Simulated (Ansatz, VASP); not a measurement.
# CdF2 in VASP and in Ansatz

INCAR

```
SYSTEM = CdF2
PREC     = Accurate       ! precision mode
ENCUT    = 520            ! plane-wave cutoff, eV
EDIFF    = 1E-6           ! SCF threshold, eV
ISMEAR   = 0              ! smearing method
SIGMA    = 0.05           ! smearing width, eV
LREAL    = .FALSE.        ! projectors in reciprocal space
LASPH    = .TRUE.         ! aspherical terms in the spheres
NELM     = 100            ! most SCF steps
ALGO     = Normal         ! electronic algorithm
ISIF     = 2              ! what is computed and relaxed
LWAVE    = .FALSE.        ! write WAVECAR
LCHARG   = .FALSE.        ! write CHGCAR
GGA      = PE             ! functional
NBANDS   = 20             ! bands
```

File KPOINTS:

```
Automatic mesh
0
G
  8 8 8
  0 0 0
```

Contents of POSCAR:

```
CdF2
1.0
    0.0000000000      2.9111414822      2.6869835880
    2.9111414822      0.0000000000      2.6869835880
    2.9111414822      2.9111414822      0.0000000000
Cd F
1 2
Direct
    0.0000000000      0.0000000000      0.0000000000
    0.2500000000      0.2500000000      0.2500000000
    0.7500000000      0.7500000000      0.7500000000
```

Input for Ansatz:

```yaml
crystal:
  lattice:
    - [0.0, 2.9111414822, 2.686983588]
    - [2.9111414822, 0.0, 2.686983588]
    - [2.9111414822, 2.9111414822, 0.0]
  atoms:
    - { symbol: Cd, position: [0.0, 0.0, 0.0] }
    - { symbol: F, position: [0.25, 0.25, 0.25] }
    - { symbol: F, position: [0.75, 0.75, 0.75] }
basis:
  ecutwfc: 520.0
kpoints:
  mp_grid: { grid: [8, 8, 8] }
hamiltonian:
  xc: pbe
  pseudopotentials: { kind: paw }
scf:
  occupations: { method: gaussian, width: 0.05 }
output:
  forces: true
  stress: true
  eigenvalues: true
```

Alike in both runs: task single point; functional PBE; k mesh 8 × 8 × 8; occupations gaussian, width 0.05 eV; no spin polarisation.

|  | VASP | Ansatz |
| --- | --- | --- |
| version | VASP 6.6.1 | Ansatz 0.2.0 |
| potentials or method | VASP PAW PBE potentials, release 64 (Cd, F), cutoff 520 eV | scalar-relativistic, plane waves, PAW |
| valence electrons in the cell | 26 | 34 |

```tsv
	VASP	Ansatz	Ansatz less VASP
gap on the k mesh at the Fermi level (eV)	2.31	2.34	+0.026
least direct gap on the mesh (eV)	2.72	2.75	+0.030
pressure (GPa)	-7.1	-7.4	-0.26
traceless stress, the component that is largest in VASP (GPa)	5.16	5.21	+0.049
```

VASP's potentials hold 26 valence electrons a cell and Ansatz's 34, so a difference there can come from the potentials and not from the codes.
